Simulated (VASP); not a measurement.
A run of VASP 6.6.1:

The input INCAR:

```
PREC = Accurate
ENCUT = 520
EDIFF = 1E-7
ISMEAR = -1
SIGMA = 0.02
LREAL = False
LASPH = True
NELM = 80
ALGO = Normal
ISIF = 2
LWAVE = False
LCHARG = False
GGA = PS
NBANDS = 12
```

Contents of KPOINTS:

```
regular mesh
0
Gamma
  4 4 4
```

Contents of POSCAR:

```
Ti
1.0
   -1.6410000000      1.6410000000      1.6410000000
    1.6410000000     -1.6410000000      1.6410000000
    1.6410000000      1.6410000000     -1.6410000000
Ti
1
Direct
    0.0000000000      0.0000000000      0.0000000000
```

Potentials or basis: VASP PAW PBE potentials, release 64 (Ti_sv).

Run with:

```bash
$ cat potpaw_PBE.64/Ti_sv/POTCAR > POTCAR
$ mpirun -np 1 vasp_std > vasp.out
```

Hardware: 1 thread of Intel Xeon 8259CL, with other jobs on the host.

**Question.** Estimate the wall time of this run.

**Answer.** It took 6.2 s on 1 thread of Intel Xeon 8259CL (shared host), peak memory 0.13 GiB. Counts: scf iterations 15, k points 8.
